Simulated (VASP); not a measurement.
# Sn2PdSe5 (F-43m) in VASP: further runs

The runs below take Sn2PdSe5 through relaxation of cell and atoms, with PBE.

All numbers are computed with VASP 6.6.1; they aren't measurements. Logs are shortened: lines on timing, memory, paths and dates and some standing lists are left out, and cuts for length are marked.

### Step 1. The cell of the first run

It takes space group F-43m (No. 216, cubic). Conventional cell: a = 9.661 Å, b = 9.661 Å, c = 9.661 Å, α = 90.00°, β = 90.00°, γ = 90.00°. Sn (site symmetry -43m) has 4 Se at 1.95 Å within 2.6 Å. Sn (site symmetry -43m) has 16 Se at 4.03 to 4.18 Å and 4 Pd at 4.18 Å and 6 Sn at 4.83 Å within 5.3 Å. Pd (site symmetry -43m) has 18 Se at 3.98 to 4.83 Å and 8 Sn at 4.18 Å within 5.2 Å. Se (site symmetry 3m) has 1 Sn at 1.95 Å and 1 Se at 2.23 Å within 2.6 Å. Within 2.9 Å of Se (site symmetry -43m) lie 4 Se at 2.23 Å.

The cell was built from a structure type or drawn by symmetry, and may not be a known phase.

### Step 2. Relaxation of cell and atoms, PBE

Contents of INCAR:

```
SYSTEM = Sn2PdSe5
ALGO = Normal ; EDIFF = 1E-7
EDIFFG = -0.08 ; ENCUT = 500
GGA = PE ; GGA_COMPAT = .False.
IBRION = 2 ; ISIF = 3
ISMEAR = 0 ; LASPH = .True.
LCHARG = .False. ; LREAL = .False.
LWAVE = .False. ; NELM = 120
NELMIN = 4 ; NSW = 36
PREC = Accurate ; SIGMA = 0.15
```

Contents of KPOINTS:

```
k-points
0
Gamma
  2 2 2
  0 0 0
```

Contents of POSCAR:

```
Sn2PdSe5
1.0
    0.0000000000      4.8302987200      4.8302987200
    4.8302987200      0.0000000000      4.8302987200
    4.8302987200      4.8302987200      0.0000000000
Sn Pd Se
2 1 5
Direct
    0.5000000000      0.5000000000      0.5000000000
    0.0000000000      0.0000000000      0.0000000000
    0.2500000000      0.2500000000      0.2500000000
    0.6167922400      0.6167922400      0.6167922400
    0.6167922400      0.6167922400      0.1496232700
    0.6167922400      0.1496232700      0.6167922400
    0.1496232700      0.6167922400      0.6167922400
    0.7500000000      0.7500000000      0.7500000000
```

Potentials or basis: VASP PAW PBE potentials, release 64 (Sn_d, Pd, Se).

Command:

```bash
cat potpaw_PBE.64/Sn_d/POTCAR potpaw_PBE.64/Pd/POTCAR potpaw_PBE.64/Se/POTCAR > POTCAR
mpirun -np 1 vasp_std > vasp.out
```

OUTCAR:

```text
SYSTEM = Sn2PdSe5
   EDIFF = 1E-7
   EDIFFG = -0.08
   ENCUT = 500
   GGA = PE
   IBRION = 2
   ISIF = 3
   ISMEAR = 0
   LASPH = .True.
   LREAL = .False.
   NELM = 120
   NELMIN = 4
   NSW = 36
   PREC = Accurate

 ion  position               nearest neighbor table
   1  0.500  0.500  0.500-   4 1.95   5 1.95   6 1.95   7 1.95
   2  0.000  0.000  0.000-
   3  0.250  0.250  0.250-
   4  0.617  0.617  0.617-   1 1.95   8 2.23
   5  0.617  0.617  0.150-   1 1.95   8 2.23
   6  0.617  0.150  0.617-   1 1.95   8 2.23
   7  0.150  0.617  0.617-   1 1.95   8 2.23
   8  0.750  0.750  0.750-   5 2.23   6 2.23   7 2.23   4 2.23

  LATTYP: Found a face centered cubic cell.
 ALAT       =     9.6605974400

  Lattice vectors:

 A1 = (   0.0000000000,   4.8302987200,   4.8302987200)
 A2 = (   4.8302987200,   0.0000000000,   4.8302987200)
 A3 = (   4.8302987200,   4.8302987200,   0.0000000000)

Analysis of symmetry for initial positions (statically):
=====================================================================
 Subroutine PRICEL returns:
 Original cell was already a primitive cell.

 Routine SETGRP: Setting up the symmetry group for a
 face centered cubic supercell.

 Subroutine GETGRP returns: Found 24 space group operations
 (whereof 24 operations were pure point group operations)
 out of a pool of 48 trial point group operations.

The static configuration has the point symmetry T_d .

Analysis of symmetry for dynamics (positions and initial velocities):
=====================================================================
 Subroutine PRICEL returns:
 Original cell was already a primitive cell.

 Routine SETGRP: Setting up the symmetry group for a
 face centered cubic supercell.

 Subroutine GETGRP returns: Found 24 space group operations
 (whereof 24 operations were pure point group operations)
 out of a pool of 48 trial point group operations.

The dynamic configuration has the point symmetry T_d .

 Subroutine INISYM returns: Found 24 space group operations
 (whereof 24 operations are pure point group operations),
 and found     1 'primitive' translations

----------------------------------------------------------------------------------------

                                     Primitive cell

  volume of cell :     225.3990

  direct lattice vectors                    reciprocal lattice vectors
     0.000000000  4.830298720  4.830298720    -0.103513267  0.103513267  0.103513267
     4.830298720  0.000000000  4.830298720     0.103513267 -0.103513267  0.103513267
     4.830298720  4.830298720  0.000000000     0.103513267  0.103513267 -0.103513267

  length of vectors
     6.831073960  6.831073960  6.831073960     0.179290237  0.179290237  0.179290237

  position of ions in fractional coordinates (direct lattice)
     0.500000000  0.500000000  0.500000000
     0.000000000  0.000000000  0.000000000
     0.250000000  0.250000000  0.250000000
     0.616792240  0.616792240  0.616792240
     0.616792240  0.616792240  0.149623270
     0.616792240  0.149623270  0.616792240
     0.149623270  0.616792240  0.616792240
     0.750000000  0.750000000  0.750000000

  ion indices of the primitive-cell ions
   primitive index   ion index
                 1           1
                 2           2
                 3           3
                 4           4
                 5           5
                 6           6
                 7           7
                 8           8

----------------------------------------------------------------------------------------

 KPOINTS: k-points

Automatic generation of k-mesh.
 Grid dimensions read from file:
 generate k-points for:    2    2    2

 Generating k-lattice:

  Cartesian coordinates                     Fractional coordinates (reciprocal lattice)
    -0.051756633  0.051756633  0.051756633     0.500000000  0.000000000  0.000000000
     0.051756633 -0.051756633  0.051756633     0.000000000  0.500000000  0.000000000
     0.051756633  0.051756633 -0.051756633     0.000000000  0.000000000  0.500000000

  Length of vectors
     0.089645119  0.089645119  0.089645119

  Shift w.r.t. Gamma in fractional coordinates (k-lattice)
     0.000000000  0.000000000  0.000000000

 Subroutine IBZKPT returns following result:
 ===========================================

 Found      3 irreducible k-points:

 Following reciprocal coordinates:
            Coordinates               Weight
  0.000000  0.000000  0.000000      1.000000
  0.500000  0.000000  0.000000      4.000000
  0.500000  0.500000  0.000000      3.000000
   k-points           NKPTS =      3   k-points in BZ     NKDIM =      3   number of bands    NBANDS=     40
   number of dos      NEDOS =    301   number of ions     NIONS =      8
   total plane-waves  NPLWV = 125000
   dimension x,y,z NGX =    50 NGY =   50 NGZ =   50
   dimension x,y,z NGXF=   100 NGYF=  100 NGZF=  100
   ions per type =               2   1   5
   NGX,Y,Z   is equivalent  to a cutoff of  12.17, 12.17, 12.17 a.u.
   NGXF,Y,Z  is equivalent  to a cutoff of  24.34, 24.34, 24.34 a.u.
 SYSTEM =  Sn2PdSe5
   PREC   = accura    normal or accurate (medium, high low for compatibility)
   ISTART =      0    job   : 0-new  1-cont  2-samecut
   ICHARG =      2    charge: 1-file 2-atom 10-const
   ISPIN  =      1    spin polarized calculation?
   LNONCOLLINEAR =      F non collinear calculations
   LSORBIT =      F    spin-orbit coupling
   LASPH  =      T    aspherical Exc in radial PAW
   ENCUT  =  500.0 eV  36.75 Ry    6.06 a.u.  12.45 12.45 12.45*2*pi/ulx,y,z
   NELM   =    120;   NELMIN=  4; NELMDL= -5     # of ELM steps
   EDIFF  = 0.1E-06   stopping-criterion for ELM
   LREAL  =      F    real-space projection
   EDIFFG = -.8E-01   stopping-criterion for IOM
   NSW    =     36    number of steps for IOM
   IBRION =      2    ionic relax: 0-MD 1-quasi-New 2-CG
   NFREE  =      1    steps in history (QN), initial steepest desc. (CG)
   ISIF   =      3    stress and relaxation
   ISYM   =      2    0-nonsym 1-usesym 2-fastsym
   POTIM  = 0.5000    time-step for ionic-motion
   TEBEG  =    0.0;   TEEND  =   0.0 temperature during run
   PSTRESS=    0.0 pullay stress
   NELECT =      68.0000    total number of electrons
   NUPDOWN=      -1.0000    fix difference up-down
   EMIN   =  10.00;   EMAX   =-10.00  energy-range for DOS
   EFERMI =   0.00;   METHOD = LEGACY
   ISMEAR =     0;   SIGMA  =   0.15  broadening in eV -4-tet -1-fermi 0-gaus
   EFERMI_NEDOS =   21; number of points for ismear=-14 and -15
   IALGO  =     38    algorithm
   IMIX   =      4    mixing-type and parameters
     AMIX     =   0.40;   BMIX     =  1.00
     AMIX_MAG =   1.60;   BMIX_MAG =  1.00
  volume/ion in A,a.u.               =      28.17       190.13
  Fermi-wavevector in a.u.,A,eV,Ry     =   1.097978  2.074878 16.402594  1.205557
  Thomas-Fermi vector in A             =   2.234348
   LORBIT       =      0    0 simple, 1 ext, 2 COOP (PROOUT), +10 PAW based schemes
   GGA     = PE    functional components
   LHFCALC =     F    Hartree Fock is set to
   AEXX    =    0.0000 exact exchange contribution
   IVDW    =     0    specifies the selected vdW correction
   LEPSILON=     F    determine dielectric tensor
   LRPA    =     F    only Hartree local field effects (RPA)
 conjugate gradient relaxation of ions
 non-spin polarized calculation
 Gauss-broadening in eV      SIGMA  =   0.15
  energy-cutoff  :      500.00
  volume of cell :      225.40
 maximum number of plane-waves:      5769
 NGX is ok and might be reduce to    50
   NGX = 25   NGY = 25   NGZ = 25

--------------------------------------- Ionic step        1  -------------------------------------------

 number of electron      67.9999999 magnetization

 Free energy of the ion-electron system (eV)
  ---------------------------------------------------
  ext. energy  EPLUGINS =         0.00000000
  ---------------------------------------------------
  free energy    TOTEN  =        -4.95350385 eV

  energy without entropy =       -4.89579125  energy(sigma->0) =       -4.92464755

------------------------ aborting loop because EDIFF is reached ----------------------------------------

  FORCE on cell =-STRESS in cart. coord.  units (eV):
  Direction    XX          YY          ZZ          XY          YZ          ZX
  --------------------------------------------------------------------------------------
  -------------------------------------------------------------------------------------
  Total       63.4054548     63.4054548     63.4054548      0.0000000     -0.0000000      0.0000000
  in kB      450.6975946    450.6975946    450.6975946      0.0000000     -0.0000000      0.0000000
  external PRESSURE =     450.6975946 kB  Pullay stress =       0.0000000 kB
[... 107 lines left out ...]
  FREE ENERGIE OF THE ION-ELECTRON SYSTEM (eV)
  ---------------------------------------------------
  free  energy   TOTEN  =       -12.9744929598 eV

  energy  without entropy=      -12.7016643333  energy(sigma->0) =      -12.83807865

 E-fermi :  -0.1284     XC(G=0):  -6.4084

 val. band max:       -0.2281524084   @ k =   0.5000   0.0000   0.0000
 cond. band min:      -0.0385247634   @ k =   0.5000   0.5000   0.0000
 fundamental gap:      0.1896276450
 Fermi energy:        -0.1283980743

 k-point     1 :       0.0000    0.0000    0.0000
  band No.  band energies     occupation
      1     -23.1378      2.00000
      2     -23.1378      2.00000
      3     -23.1378      2.00000
      4     -23.1373      2.00000
      5     -23.1373      2.00000
      6     -21.8978      2.00000
[... 118 lines left out ...]
     39       1.4834      0.00000
     40       1.4834      0.00000

[... ionic steps 4 to 12 ...]

--------------------------------------- Ionic step       13  -------------------------------------------

 number of electron      68.0000003 magnetization

------------------------ aborting loop because EDIFF is reached ----------------------------------------

  FORCE on cell =-STRESS in cart. coord.  units (eV):
  Direction    XX          YY          ZZ          XY          YZ          ZX
  --------------------------------------------------------------------------------------
  -------------------------------------------------------------------------------------
  Total        1.3206014      1.3206014      1.3206014      0.0000000      0.0000000      0.0000000
  in kB        5.5402893      5.5402893      5.5402893      0.0000000      0.0000000      0.0000000
  external PRESSURE =       5.5402893 kB  Pullay stress =       0.0000000 kB
[... 69 lines left out ...]
  energy  without entropy=      -22.3040202372  energy(sigma->0) =      -22.35231110

--------------------------------------- Ionic step       15  -------------------------------------------

 number of electron      68.0000016 magnetization

 Free energy of the ion-electron system (eV)
  ---------------------------------------------------
  ext. energy  EPLUGINS =         0.00000000
  ---------------------------------------------------
  free energy    TOTEN  =       -22.45810177 eV

  energy without entropy =      -22.35066809  energy(sigma->0) =      -22.40438493

 E-fermi :   0.1440     XC(G=0):  -6.6582

 val. band max:        0.0422973502   @ k =   0.5000   0.0000   0.0000
 cond. band min:       0.1580728046   @ k =   0.0000   0.0000   0.0000
 fundamental gap:      0.1157754544
 Fermi energy:         0.1439524049

 k-point     1 :       0.0000    0.0000    0.0000
  band No.  band energies     occupation
      1     -22.8926      2.00000
      2     -22.8926      2.00000
      3     -22.8926      2.00000
      4     -22.8919      2.00000
      5     -22.8919      2.00000
      6     -21.4945      2.00000
[... 153 lines left out ...]
  FREE ENERGIE OF THE ION-ELECTRON SYSTEM (eV)
  ---------------------------------------------------
  free  energy   TOTEN  =       -22.4581017711 eV

  energy  without entropy=      -22.3506680858  energy(sigma->0) =      -22.40438493

 reached required accuracy - stopping structural energy minimisation
```

Run time: 19 min. Hardware: 1 thread of AMD EPYC 9R45 (Zen 5), shared host; peak memory 0.35 GiB.

What came out:

| Item | Value |
| --- | --- |
| Free energy | -22.4581 eV |
| Relaxed volume | 48.52 Å³/atom |
| Relaxed cell | a = 8.188 Å, b = 8.188 Å, c = 8.188 Å, α = 60.00°, β = 60.00°, γ = 60.00° |
| Space group after relaxing (to 0.1 Å) | F-43m (No. 216) |
| Energy gained by relaxing | 2188.1 meV/atom |
| Ionic steps | 15 |
| Pressure after relaxing | 0.1 GPa |
| Largest force after relaxing | 0.006 eV/Å |
| Band gap on the k mesh | zero (filled and empty bands touch) |

Forces on the atoms (eV/Å):
```
Sn   0.000  0.000  0.000
Sn   0.000  0.000  0.000
Pd   0.000  0.000  0.000
Se  -0.003 -0.003 -0.003
Se   0.003  0.003 -0.003
Se   0.003 -0.003  0.003
Se  -0.003  0.003  0.003
Se   0.000  0.000  0.000
```

Step by step:
| step | energy change (eV) | largest force (eV/Å) | pressure (GPa) | volume (Å³) |
| --- | --- | --- | --- | --- |
| 1 | 0.0000 | 16.5902 | 45.07 | 225.40 |
| 2 | -7.2137 | 10.8096 | 6.36 | 595.40 |
| 3 | -8.0210 | 10.1672 | 6.13 | 568.00 |
| 4 | -8.7583 | 9.6295 | 5.92 | 542.60 |
| 5 | -13.1557 | 7.5465 | 7.54 | 361.10 |
| 6 | -13.1357 | 5.4396 | 14.06 | 287.94 |
| 7 | -13.2430 | 7.4557 | 8.99 | 338.95 |
| 8 | -16.1022 | 0.0367 | -2.56 | 518.08 |
| 9 | -16.9049 | 1.2047 | -0.96 | 438.14 |
| 10 | -16.9053 | 1.2592 | -0.88 | 435.99 |
| 11 | -17.1968 | 1.0798 | -0.53 | 415.09 |
| 12 | -17.4186 | 0.2269 | 1.28 | 368.58 |
| 13 | -17.4444 | 0.5850 | 0.55 | 381.90 |
| 14 | -17.4471 | 0.5063 | 0.72 | 378.54 |
| 15 | -17.5046 | 0.0059 | 0.10 | 388.16 |

Final structure:
```cif
data_structure
_symmetry_space_group_name_H-M 'P 1'
_symmetry_Int_Tables_number 1
_cell_length_a 8.1879
_cell_length_b 8.1879
_cell_length_c 8.1879
_cell_angle_alpha 60.000
_cell_angle_beta 60.000
_cell_angle_gamma 60.000
_cell_volume 388.16
loop_
_atom_site_label
_atom_site_type_symbol
_atom_site_fract_x
_atom_site_fract_y
_atom_site_fract_z
_atom_site_occupancy
Sn1 Sn 0.50000 0.50000 0.50000 1
Sn2 Sn 0.00000 0.00000 0.00000 1
Pd1 Pd 0.25000 0.25000 0.25000 1
Se1 Se 0.62848 0.62848 0.62848 1
Se2 Se 0.62848 0.62848 0.11456 1
Se3 Se 0.62848 0.11456 0.62848 1
Se4 Se 0.11456 0.62848 0.62848 1
Se5 Se 0.75000 0.75000 0.75000 1
```

Caveat: the k points lie up to 0.47 Å⁻¹ apart in the final cell; the volume moved by over 15 % at a fixed basis, so the end points are rough; spin-orbit coupling is left out, which moves the levels of the heavy elements.

### Step 3. Relaxation of cell and atoms, PBE

This run uses another cell than the first one, of 31.01 Å³/atom.

Contents of INCAR:

```
PREC = Accurate
ENCUT = 500
EDIFF = 1E-7
ISMEAR = 0
SIGMA = 0.15
LREAL = F
LASPH = T
NELM = 120
ALGO = Normal
ISIF = 3
LWAVE = F
LCHARG = F
GGA = PE
IBRION = 2
NSW = 36
EDIFFG = -0.08
GGA_COMPAT = F
NELMIN = 4
```

Contents of KPOINTS:

```
Automatic mesh
0
Gamma
  2 2 2
```

Contents of POSCAR:

```
Sn2PdSe5
1.0
    0.0000000000      4.9871427000      4.9871427000
    4.9871427000      0.0000000000      4.9871427000
    4.9871427000      4.9871427000      0.0000000000
Sn Pd Se
2 1 5
Direct
    0.0000000000      0.0000000000      0.0000000000
    0.5000000000      0.5000000000      0.5000000000
    0.7500000000      0.7500000000      0.7500000000
    0.6311689800      0.6311689800      0.6311689800
    0.6311689800      0.6311689800      0.1064930600
    0.6311689800      0.1064930600      0.6311689800
    0.1064930600      0.6311689800      0.6311689800
    0.2500000000      0.2500000000      0.2500000000
```

Potentials or basis: VASP PAW PBE potentials, release 64 (Sn_d, Pd, Se).

Command:

```bash
cat potpaw_PBE.64/Sn_d/POTCAR potpaw_PBE.64/Pd/POTCAR potpaw_PBE.64/Se/POTCAR > POTCAR
mpirun -np 1 vasp_std > vasp.out
```

Run time: 6.4 min. Hardware: 1 thread of AMD EPYC 9R45 (Zen 5), shared host; peak memory 0.4 GiB.

The run converged. Its results:

```yaml
Free_energy: -23.5876 eV
Relaxed_volume: 45.32 Å³/atom
Relaxed_cell: a = 8.004 Å, b = 8.004 Å, c = 8.004 Å, α = 60.00°, β = 60.00°, γ = 60.00°
Space_group_after_relaxing_to_0.1_Å: F-43m (No. 216)
Energy_gained_by_relaxing: 691.3 meV/atom
Ionic_steps: 9
Pressure_after_relaxing: 0.0 GPa
Largest_force_after_relaxing: 0.003 eV/Å
Band_gap_on_the_k_mesh: 0.06 eV (least direct gap 0.18 eV)
```

Forces in eV/Å, atoms in the order of the input:
```
Sn   0.000  0.000  0.000
Sn   0.000  0.000  0.000
Pd   0.000  0.000  0.000
Se  -0.002 -0.002 -0.002
Se   0.002  0.002 -0.002
Se   0.002 -0.002  0.002
Se  -0.002  0.002  0.002
Se   0.000  0.000  0.000
```

Step by step:
```
step  energy change (eV)  largest force (eV/Å)  pressure (GPa)  volume (Å³)
   1              0.0000                3.9360           22.16       248.08
   2             -4.0166                1.4893           -2.17       436.17
   3             -5.1400                1.8493            1.43       341.19
   4             -5.1364                1.8942            0.82       349.23
   5             -5.1414                1.8794            1.06       345.99
   6             -5.4927                0.5269           -0.32       365.76
   7             -5.5079                0.2882           -0.54       369.94
   8             -5.5083                0.2406           -0.58       370.75
   9             -5.5304                0.0034           -0.03       362.54
```

Final structure:
```
CELL_PARAMETERS angstrom
0.00000 5.65948 5.65948
5.65948 0.00000 5.65948
5.65948 5.65948 0.00000
ATOMIC_POSITIONS crystal
Sn 0.00000 0.00000 0.00000
Sn 0.50000 0.50000 0.50000
Pd 0.75000 0.75000 0.75000
Se 0.62970 0.62970 0.62970
Se 0.62970 0.62970 0.11091
Se 0.62970 0.11091 0.62970
Se 0.11091 0.62970 0.62970
Se 0.25000 0.25000 0.25000
```

Levels at points of the mesh, in eV from the valence-band top:
```tsv
k point	band 30	band 31	band 32	band 33	band 34	band 35	band 36	band 37	band 38	band 39
(0.00, 0.00, 0.00)	-0.38	-0.30	-0.30	-0.30	-0.28	0.10	0.10	0.10	0.74	0.74
(0.50, 0.00, 0.00)	-0.67	-0.37	-0.30	0.00	0.00	0.24	0.24	0.33	0.56	0.56
(0.50, 0.50, 0.00)	-0.91	-0.13	-0.13	-0.13	-0.13	0.06	0.06	0.33	0.47	0.47
```

Caveat: the k points lie up to 0.48 Å⁻¹ apart in the final cell; the volume moved by over 15 % at a fixed basis, so the end points are rough; spin-orbit coupling is left out, which moves the levels of the heavy elements. A k mesh can miss the band edges.
